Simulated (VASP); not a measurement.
Here is a VASP 6.6.1 calculation.

INCAR

```
ALGO = Normal
EDIFF = 1E-6
ENCUT = 520
GGA = CA
ISIF = 2
ISMEAR = 0
LASPH = T
LCHARG = T
LELF = T
LREAL = F
LVHAR = T
LWAVE = F
NBANDS = 17
NELM = 80
PREC = Accurate
SIGMA = 0.05
```

File KPOINTS:

```
k-points
0
Gamma
  8 8 8
```

File POSCAR:

```
SnSe
1.0
    0.0000000000      2.9046500000      3.0100000000
    3.1153500000      0.0000000000      3.0100000000
    3.1153500000      2.9046500000      0.0000000000
Sn Se
1 1
Direct
    0.0000000000      0.0000000000      0.0000000000
    0.5000000000      0.5000000000      0.5000000000
```

Potentials or basis: VASP PAW LDA potentials, release 64 (Sn_d, Se).

Launch:

```sh
$ cat potpaw_LDA.64/Sn_d/POTCAR potpaw_LDA.64/Se/POTCAR > POTCAR
$ mpirun -np 1 vasp_std > vasp.out
```

Predict the pressure.

-2.7 GPa.

Predict the band gap on the k mesh.

0.62 eV, indirect (least direct gap 0.67 eV).

Stress tensor (GPa, compression positive):
```
-6.31  0.00  0.00
 0.00  1.46  0.00
 0.00  0.00 -3.26
```

Caveat: the cell differs from its parent crystal (strain +0.0350 x Voigt [1, -1, 0, 0, 0, 0]); spin-orbit coupling is left out, which moves the levels of the heavy elements. A k mesh can miss the band edges.
